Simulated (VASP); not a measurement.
A run of VASP 6.6.1:

INCAR

```
PREC = Accurate ; ENCUT = 520
EDIFF = 1E-6 ; ISMEAR = -1
SIGMA = 0.05 ; LREAL = False
LASPH = True ; NELM = 120
ALGO = Normal ; ISIF = 2
LWAVE = False ; LCHARG = False
GGA = PE ; IVDW = 12
NBANDS = 41 ; GGA_COMPAT = False
NELMDL = -8
```

File KPOINTS:

```
regular mesh
0
Gamma
  18 18 1
```

POSCAR

```
C
1.0
    2.4650906020      0.0000000000      0.0000000000
   -1.2325453010      2.1348310840      0.0000000000
    0.0000000000      0.0000000000     34.1000000000
C
14
Direct
    0.0000000000      0.0000000000      0.2028797438
    0.3333333333      0.6666666667      0.2028664671
    0.0000000000      0.0000000000      0.3021979989
    0.6666666667      0.3333333333      0.3021994903
    0.0000000000      0.0000000000      0.4011637115
    0.3333333333      0.6666666667      0.4011626987
    0.0000000000      0.0000000000      0.5000000000
    0.6666666667      0.3333333333      0.5000000000
    0.0000000000      0.0000000000      0.5988362885
    0.3333333333      0.6666666667      0.5988373013
    0.0000000000      0.0000000000      0.6978020011
    0.6666666667      0.3333333333      0.6978005097
    0.0000000000      0.0000000000      0.7971202562
    0.3333333333      0.6666666667      0.7971335329
```

Potentials or basis: VASP PAW PBE potentials, release 64 (C).

Run with:

```console
$ cat potpaw_PBE.64/C/POTCAR > POTCAR
$ mpirun -np 1 vasp_std > vasp.out
```

Hardware: 1 thread of Oxide Virtual Turin-like Processor, with other jobs on the host.

Q: Estimate the wall time of this run.

A: Run time: 13 min on 1 thread of Oxide Virtual Turin-like Processor, with other jobs on the host, peak memory 0.34 GiB. Counts: scf iterations 25, k points 37.
